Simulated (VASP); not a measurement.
# CdF2 (Fm-3m) in VASP: single point with PBE+D3(BJ)

Aim: the single point of CdF2 with PBE+D3(BJ).

Everything below comes from runs of VASP 6.6.1. Logs are shortened: lines on timing, memory, paths and dates and some standing lists are left out, and cuts for length are marked.

### Step 1. The cell of the first run

It takes space group Fm-3m (No. 225, cubic). Conventional cell: a = 5.217 Å, b = 5.217 Å, c = 5.217 Å, α = 90.00°, β = 90.00°, γ = 90.00°. Cd (site symmetry m-3m) has 8 F at 2.26 Å within 3.0 Å. Within 3.0 Å of F (site symmetry -43m) lie 4 Cd at 2.26 Å and 6 F at 2.61 Å.

### Step 2. Single point, PBE+D3(BJ) (11.84 Å³/atom)

INCAR reads:

```
SYSTEM = CdF2
ALGO = Normal ; EDIFF = 1E-6
ENCUT = 700 ; GGA = PE
GGA_COMPAT = .FALSE. ; ISIF = 2
ISMEAR = 0 ; IVDW = 12
LASPH = .TRUE. ; LCHARG = .TRUE.
LELF = .TRUE. ; LREAL = .FALSE.
LVHAR = .TRUE. ; LWAVE = .FALSE.
NBANDS = 24 ; NELM = 120
PREC = Accurate ; SIGMA = 0.02
```

KPOINTS reads:

```
k-points
0
G
  8 8 8
  0 0 0
```

POSCAR reads:

```
CdF2
1.0
    0.0000000000      2.6086797945      2.6086797945
    2.6086797945      0.0000000000      2.6086797945
    2.6086797945      2.6086797945      0.0000000000
Cd F
1 2
Direct
    0.0000000000      0.0000000000      0.0000000000
    0.2500000000      0.2500000000      0.2500000000
    0.7500000000      0.7500000000      0.7500000000
```

Potentials or basis: VASP PAW PBE potentials, release 64 (Cd_sv_GW, F).

The run is started by

```console
cat potpaw_PBE.64/Cd_sv_GW/POTCAR potpaw_PBE.64/F/POTCAR > POTCAR
mpirun -np 1 vasp_std > vasp.out
```

OUTCAR:

```text
SYSTEM = CdF2
   EDIFF = 1E-6
   ENCUT = 700
   GGA = PE
   ISIF = 2
   ISMEAR = 0
   IVDW = 12
   LASPH = .TRUE.
   LREAL = .FALSE.
   NELM = 120
   PREC = Accurate
 IVDW          = 12

 ion  position               nearest neighbor table
   1  0.000  0.000  0.000-   3 2.26   3 2.26   3 2.26   2 2.26   2 2.26   2 2.26   3 2.26   2 2.26

   2  0.250  0.250  0.250-   1 2.26   1 2.26   1 2.26   1 2.26
   3  0.750  0.750  0.750-   1 2.26   1 2.26   1 2.26   1 2.26

  LATTYP: Found a face centered cubic cell.
 ALAT       =     5.2173595890

  Lattice vectors:

 A1 = (   0.0000000000,   2.6086797945,   2.6086797945)
 A2 = (   2.6086797945,   0.0000000000,   2.6086797945)
 A3 = (   2.6086797945,   2.6086797945,   0.0000000000)

Analysis of symmetry for initial positions (statically):
=====================================================================
 Subroutine PRICEL returns:
 Original cell was already a primitive cell.

 Routine SETGRP: Setting up the symmetry group for a
 face centered cubic supercell.

 Subroutine GETGRP returns: Found 48 space group operations
 (whereof 48 operations were pure point group operations)
 out of a pool of 48 trial point group operations.

The static configuration has the point symmetry O_h .

Analysis of symmetry for dynamics (positions and initial velocities):
=====================================================================
 Subroutine PRICEL returns:
 Original cell was already a primitive cell.

 Routine SETGRP: Setting up the symmetry group for a
 face centered cubic supercell.

 Subroutine GETGRP returns: Found 48 space group operations
 (whereof 48 operations were pure point group operations)
 out of a pool of 48 trial point group operations.

The dynamic configuration has the point symmetry O_h .

 Subroutine INISYM returns: Found 48 space group operations
 (whereof 48 operations are pure point group operations),
 and found     1 'primitive' translations

----------------------------------------------------------------------------------------

                                     Primitive cell

  volume of cell :      35.5052

  direct lattice vectors                    reciprocal lattice vectors
     0.000000000  2.608679794  2.608679794    -0.191667832  0.191667832  0.191667832
     2.608679794  0.000000000  2.608679794     0.191667832 -0.191667832  0.191667832
     2.608679794  2.608679794  0.000000000     0.191667832  0.191667832 -0.191667832

  length of vectors
     3.689230345  3.689230345  3.689230345     0.331978423  0.331978423  0.331978423

  position of ions in fractional coordinates (direct lattice)
     0.000000000  0.000000000  0.000000000
     0.250000000  0.250000000  0.250000000
     0.750000000  0.750000000  0.750000000

  ion indices of the primitive-cell ions
   primitive index   ion index
                 1           1
                 2           2
                 3           3

----------------------------------------------------------------------------------------

 KPOINTS: k-points

Automatic generation of k-mesh.
 Grid dimensions read from file:
 generate k-points for:    8    8    8

 Generating k-lattice:

  Cartesian coordinates                     Fractional coordinates (reciprocal lattice)
    -0.023958479  0.023958479  0.023958479     0.125000000  0.000000000  0.000000000
     0.023958479 -0.023958479  0.023958479     0.000000000  0.125000000  0.000000000
     0.023958479  0.023958479 -0.023958479     0.000000000  0.000000000  0.125000000

  Length of vectors
     0.041497303  0.041497303  0.041497303

  Shift w.r.t. Gamma in fractional coordinates (k-lattice)
     0.000000000  0.000000000  0.000000000

 Subroutine IBZKPT returns following result:
 ===========================================

 Found     29 irreducible k-points:

 Following reciprocal coordinates:
            Coordinates               Weight
  0.000000  0.000000  0.000000      1.000000
  0.125000  0.000000  0.000000      8.000000
  0.250000  0.000000  0.000000      8.000000
  0.375000  0.000000  0.000000      8.000000
  0.500000  0.000000  0.000000      4.000000
  0.125000  0.125000  0.000000      6.000000
[... 16 lines left out ...]
  0.500000  0.250000  0.125000     48.000000
 -0.375000  0.250000  0.125000     24.000000
 [... further k-points ...]
   k-points           NKPTS =     29   k-points in BZ     NKDIM =     29   number of bands    NBANDS=     24
   number of dos      NEDOS =    301   number of ions     NIONS =      3
   total plane-waves  NPLWV =  32768
   dimension x,y,z NGX =    32 NGY =   32 NGZ =   32
   dimension x,y,z NGXF=    64 NGYF=   64 NGZF=   64
   ions per type =               1   2
   NGX,Y,Z   is equivalent  to a cutoff of  14.42, 14.42, 14.42 a.u.
   NGXF,Y,Z  is equivalent  to a cutoff of  28.84, 28.84, 28.84 a.u.
 SYSTEM =  CdF2
   PREC   = accura    normal or accurate (medium, high low for compatibility)
   ISTART =      0    job   : 0-new  1-cont  2-samecut
   ICHARG =      2    charge: 1-file 2-atom 10-const
   ISPIN  =      1    spin polarized calculation?
   LNONCOLLINEAR =      F non collinear calculations
   LSORBIT =      F    spin-orbit coupling
   LASPH  =      T    aspherical Exc in radial PAW
   ENCUT  =  700.0 eV  51.45 Ry    7.17 a.u.   7.96  7.96  7.96*2*pi/ulx,y,z
   NELM   =    120;   NELMIN=  2; NELMDL= -5     # of ELM steps
   EDIFF  = 0.1E-05   stopping-criterion for ELM
   LREAL  =      F    real-space projection
[... 7 lines left out ...]
   TEBEG  =    0.0;   TEEND  =   0.0 temperature during run
   PSTRESS=    0.0 pullay stress
   NELECT =      34.0000    total number of electrons
   NUPDOWN=      -1.0000    fix difference up-down
   EMIN   =  10.00;   EMAX   =-10.00  energy-range for DOS
   EFERMI =   0.00;   METHOD = LEGACY
   ISMEAR =     0;   SIGMA  =   0.02  broadening in eV -4-tet -1-fermi 0-gaus
   EFERMI_NEDOS =   21; number of points for ismear=-14 and -15
   IALGO  =     38    algorithm
   IMIX   =      4    mixing-type and parameters
     AMIX     =   0.40;   BMIX     =  1.00
     AMIX_MAG =   1.60;   BMIX_MAG =  1.00
  volume/ion in A,a.u.               =      11.84        79.87
  Fermi-wavevector in a.u.,A,eV,Ry     =   1.613629  3.049317 35.426831  2.603799
  Thomas-Fermi vector in A             =   2.708668
   LORBIT       =      0    0 simple, 1 ext, 2 COOP (PROOUT), +10 PAW based schemes
   GGA     = PE    functional components
   LHFCALC =     F    Hartree Fock is set to
   AEXX    =    0.0000 exact exchange contribution
   IVDW    =    12    specifies the selected vdW correction
   LEPSILON=     F    determine dielectric tensor
   LRPA    =     F    only Hartree local field effects (RPA)
 non-spin polarized calculation
 Gauss-broadening in eV      SIGMA  =   0.02
  energy-cutoff  :      700.00
  volume of cell :       35.51
 maximum number of plane-waves:      1524
   NGX = 15   NGY = 15   NGZ = 15

 number of electron      34.0000010 magnetization

 Free energy of the ion-electron system (eV)
  ---------------------------------------------------
  ext. energy  EPLUGINS =         0.00000000
  ---------------------------------------------------
  free energy    TOTEN  =       -10.71028144 eV

  energy without entropy =      -10.71028144  energy(sigma->0) =      -10.71028144

 E-fermi :   1.8700     XC(G=0): -11.1039

 val. band max:        1.6268597245   @ k =  -0.2500   0.5000   0.2500
 cond. band min:       5.0682402179   @ k =   0.0000   0.0000   0.0000
 fundamental gap:      3.4413804934
 Fermi energy:         1.8699665255

 k-point     1 :       0.0000    0.0000    0.0000
  band No.  band energies     occupation
      1     -96.6413      2.00000
      2     -57.7496      2.00000
      3     -57.7496      2.00000
      4     -57.7496      2.00000
      5     -19.7683      2.00000
      6     -18.3729      2.00000
[... 16 lines left out ...]
     23      22.2272      0.00000
     24      22.2272      0.00000

 k-point     2 :       0.1250    0.0000    0.0000
  band No.  band energies     occupation
      1     -96.6413      2.00000
      2     -57.7503      2.00000
      3     -57.7497      2.00000
      4     -57.7497      2.00000
      5     -19.7052      2.00000
      6     -18.4304      2.00000
[... 16 lines left out ...]
     23      21.8315      0.00000
     24      21.8315      0.00000

 k-point     3 :       0.2500    0.0000    0.0000
  band No.  band energies     occupation
      1     -96.6413      2.00000
      2     -57.7518      2.00000
      3     -57.7500      2.00000
      4     -57.7500      2.00000
      5     -19.5344      2.00000
      6     -18.5841      2.00000
[... 16 lines left out ...]
     23      21.1628      0.00000
     24      22.2508      0.00000

 k-point     4 :       0.3750    0.0000    0.0000
  band No.  band energies     occupation
      1     -96.6412      2.00000
      2     -57.7534      2.00000
      3     -57.7502      2.00000
      4     -57.7502      2.00000
      5     -19.3015      2.00000
      6     -18.7945      2.00000
[... 16 lines left out ...]
     23      20.6799      0.00000
     24      21.5696      0.00000

 k-point     5 :       0.5000    0.0000    0.0000
  band No.  band energies     occupation
      1     -96.6412      2.00000
      2     -57.7540      2.00000
      3     -57.7503      2.00000
      4     -57.7503      2.00000
      5     -19.0966      2.00000
      6     -18.9887      2.00000
[... 451 lines left out ...]
 k-point    22 :       0.3750    0.2500    0.1250
  band No.  band energies     occupation
      1     -96.6413      2.00000
      2     -57.7523      2.00000
      3     -57.7508      2.00000
      4     -57.7503      2.00000
      5     -19.4135      2.00000
      6     -18.6799      2.00000
[... 16 lines left out ...]
     23      21.7137      0.00000
     24      24.4681      0.00000

 k-point    23 :       0.5000    0.2500    0.1250
  band No.  band energies     occupation
      1     -96.6412      2.00000
      2     -57.7531      2.00000
      3     -57.7513      2.00000
      4     -57.7505      2.00000
      5     -19.2253      2.00000
      6     -18.8411      2.00000
[... 16 lines left out ...]
     23      21.2064      0.00000
     24      24.1690      0.00000

 k-point    24 :      -0.3750    0.2500    0.1250
  band No.  band energies     occupation
      1     -96.6412      2.00000
      2     -57.7535      2.00000
      3     -57.7515      2.00000
      4     -57.7507      2.00000
      5     -19.0541      2.00000
      6     -18.9999      2.00000
[... 16 lines left out ...]
     23      21.0030      0.00000
     24      24.2093      0.00000

 [... further k-points ...]

------------------------ aborting loop because EDIFF is reached ----------------------------------------

 Edisp (eV)   -0.55376

 E8    (eV) :    -0.2088

  FORCE on cell =-STRESS in cart. coord.  units (eV):
  Direction    XX          YY          ZZ          XY          YZ          ZX
  --------------------------------------------------------------------------------------
  -------------------------------------------------------------------------------------
  Total       3.72451     3.72451     3.72451     0.00000     0.00000     0.00000
  in kB     168.06896   168.06896   168.06896     0.00000     0.00000     0.00000
  external pressure =      168.07 kB  Pullay stress =        0.00 kB

 VOLUME and BASIS-vectors are now :
 -----------------------------------------------------------------------------
  energy-cutoff  :      700.00
  volume of cell :       35.51
      direct lattice vectors                 reciprocal lattice vectors
     0.000000000  2.608679794  2.608679794    -0.191667832  0.191667832  0.191667832
     2.608679794  0.000000000  2.608679794     0.191667832 -0.191667832  0.191667832
     2.608679794  2.608679794  0.000000000     0.191667832  0.191667832 -0.191667832

 POSITION                                       TOTAL-FORCE (eV/Angst)
 -----------------------------------------------------------------------------------
      0.00000      0.00000      0.00000         0.000000     -0.000000     -0.000000
      1.30434      1.30434      1.30434        -0.000000     -0.000000      0.000000
      3.91302      3.91302      3.91302         0.000000      0.000000     -0.000000
 -----------------------------------------------------------------------------------
    total drift:                                0.000000     -0.000000      0.000000

  FREE ENERGIE OF THE ION-ELECTRON SYSTEM (eV)
  ---------------------------------------------------
  free  energy   TOTEN  =       -11.2640432443 eV

  energy  without entropy=      -11.2640432443  energy(sigma->0) =      -11.26404324
```

It took 31 s on 1 thread of AMD EPYC 7R13 (Zen 3), shared host; peak memory 0.19 GiB.

What came out:

```yaml
Free_energy: -11.2640 eV
Pressure: 16.8 GPa
Band_gap_on_the_k_mesh: 3.44 eV (least direct gap 3.80 eV)
Dispersion_energy_per_atom: -0.185 eV
```

Levels at points of the mesh, in eV from the valence-band top:
```tsv
k point	band 15	band 16	band 17	band 18	band 19	band 20
(0.00, 0.00, 0.00)	-0.36	-0.36	-0.36	3.44	13.14	13.14
(0.50, 0.00, 0.00)	-2.24	-0.32	-0.32	7.94	9.45	15.38
(0.50, 0.50, 0.00)	-0.73	-0.10	-0.10	8.83	10.22	12.12
```

Caveat: the cell stands under pressure. A k mesh can miss the band edges.
